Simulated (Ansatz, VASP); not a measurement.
**Two plane-wave programs on SiC**

The input INCAR:

```
SYSTEM = SiC
ALGO = Normal ; EDIFF = 1E-7
ENCUT = 520 ; GGA = PE
ISIF = 2 ; ISMEAR = 0
LASPH = .True. ; LCHARG = .False.
LREAL = .False. ; LWAVE = .False.
NBANDS = 26 ; NELM = 80
PREC = Accurate ; SIGMA = 0.05
```

File KPOINTS:

```
k-points
0
Gamma
  12 12 4
  0 0 0
```

File POSCAR:

```
SiC
1.0
    2.8775000000      0.0000000000      0.0000000000
   -1.4387500000      2.4919880994      0.0000000000
    0.0000000000      0.0000000000      9.5889000000
Si C
4 4
Direct
    0.6666666667      0.3333333333      0.9378436843
    0.3333333333      0.6666666667      0.4378436843
    0.0000000000      0.0000000000      0.6878989045
    0.0000000000      0.0000000000      0.1878989045
    0.6666666667      0.3333333333      0.7498087506
    0.3333333333      0.6666666667      0.2498087506
    0.0000000000      0.0000000000      0.5004476606
    0.0000000000      0.0000000000      0.0004476606
```

Input for Ansatz:

```yaml
crystal:
  lattice:
    - [2.8775, 0.0, 0.0]
    - [-1.43875, 2.4919880994, 0.0]
    - [0.0, 0.0, 9.5889]
  atoms:
    - { symbol: Si, position: [0.6666666667, 0.3333333333, 0.9378436843] }
    - { symbol: Si, position: [0.3333333333, 0.6666666667, 0.4378436843] }
    - { symbol: Si, position: [0.0, 0.0, 0.6878989045] }
    - { symbol: Si, position: [0.0, 0.0, 0.1878989045] }
    - { symbol: C, position: [0.6666666667, 0.3333333333, 0.7498087506] }
    - { symbol: C, position: [0.3333333333, 0.6666666667, 0.2498087506] }
    - { symbol: C, position: [0.0, 0.0, 0.5004476606] }
    - { symbol: C, position: [0.0, 0.0, 0.0004476606] }
basis:
  ecutwfc: 520.0
kpoints:
  mp_grid: { grid: [12, 12, 4] }
hamiltonian:
  xc: pbe
  pseudopotentials: { kind: paw, azcp: { folder: soft_1 } }
scf:
  occupations: { method: gaussian, width: 0.05 }
output:
  forces: true
  stress: true
  eigenvalues: true
```

Alike in both runs: task single point; functional PBE; k mesh 12 × 12 × 4; occupations gaussian, width 0.05 eV; no spin polarisation.

|  | VASP | Ansatz |
| --- | --- | --- |
| version | VASP 6.6.1 | Ansatz 0.2.0 |
| potentials or method | VASP PAW PBE potentials, release 64 (Si, C), cutoff 520 eV | scalar-relativistic, plane waves, PAW |
| valence electrons in the cell | 32 | 32 |

Ansatz gave:

```
gap on the k mesh at the Fermi level (eV) : 2.13
least direct gap on the mesh (eV)         : 3.35
rms of the force components (eV/Å)        : 0.243
```

Task: What did VASP give for the same quantities?

Result: gap on the k mesh at the Fermi level (eV): 2.13; least direct gap on the mesh (eV): 3.34; rms of the force components (eV/Å): 0.242.

Atom by atom the forces differ by 0.001 eV/Å (rms over components).
